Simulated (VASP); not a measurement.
Input of a VASP 6.6.1 run:

Contents of INCAR:

```
SYSTEM = Se
PREC = Accurate
ENCUT = 520
EDIFF = 1E-6
ISMEAR = 0
SIGMA = 0.05
LREAL = .FALSE.
LASPH = .TRUE.
NELM = 60
ALGO = Normal
ISIF = 2
LWAVE = .FALSE.
LCHARG = .FALSE.
GGA = PS
NBANDS = 16
```

Contents of KPOINTS:

```
regular mesh
0
G
  12 12 8
  0 0 0
```

The input POSCAR:

```
Se
1.0
    4.0382592620      0.0000000000      0.0000000000
   -2.0191296310      3.4972351079      0.0000000000
    0.0000000000      0.0000000000      5.1216285832
Se
3
Direct
    0.2487173118      0.0000000000      0.8333333333
    0.0000000000      0.2487173118      0.1666666667
    0.7512826882      0.7512826882      0.5000000000
```

Potentials or basis: VASP PAW PBE potentials, release 64 (Se).

The run is started by

```console
$ cat potpaw_PBE.64/Se/POTCAR > POTCAR
$ mpirun -np 1 vasp_std > vasp.out
```

**Question.** Estimate the band gap on the k mesh.

**Answer.** 0.44 eV, direct.

**Question.** Predict the largest force.

**Answer.** 0.031 eV/Å.

**Question.** What does it give for the pressure?

**Answer.** 0.2 GPa.

Stress tensor (GPa, compression positive):
```
0.13 0.00 0.00
0.00 0.13 0.00
0.00 0.00 0.25
```

Caveat: the PAW data sets were made with another functional, which shifts forces and pressure a little. PBEsol gaps usually lie below the measured ones, often by a third to a half.
